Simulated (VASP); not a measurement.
Input of a VASP 6.6.1 run:

The input INCAR:

```
SYSTEM = MoS
PREC = Accurate
ENCUT = 520
EDIFF = 1E-6
ISMEAR = 0
SIGMA = 0.05
LREAL = .FALSE.
LASPH = .TRUE.
NELM = 150
ALGO = Normal
ISIF = 2
LWAVE = .FALSE.
LCHARG = .FALSE.
ISPIN = 2
MAGMOM = 0.05 0.05 0 0
LORBIT = 11
LMAXMIX = 4
GGA = PE
NBANDS = 32
```

The input KPOINTS:

```
Automatic mesh
0
G
  10 10 6
  0 0 0
```

The input POSCAR:

```
MoS
1.0
    3.7744634056      0.0000000000      0.0000000000
   -1.8872317028      3.2687811949      0.0000000000
    0.0000000000      0.0000000000      5.2232229550
Mo S
2 2
Direct
    0.0000000000      0.0000000000      0.0000000000
    0.0000000000      0.0000000000      0.5000000000
    0.3333333333      0.6666666667      0.2500000000
    0.6666666667      0.3333333333      0.7500000000
```

Potentials or basis: VASP PAW PBE potentials, release 64 (Mo_sv, S).

Command:

```console
$ cat potpaw_PBE.64/Mo_sv/POTCAR potpaw_PBE.64/S/POTCAR > POTCAR
$ mpirun -np 1 vasp_std > vasp.out
```

(1) What does it give for the pressure?

(2) What does it give for the band gap on the k mesh?

(3) Estimate the net moment.

Results:

(1) -3.0 GPa.

(2) zero (filled and empty bands overlap).

(3) 0.00 μB per cell.

Caveat: the cell stands under tension.
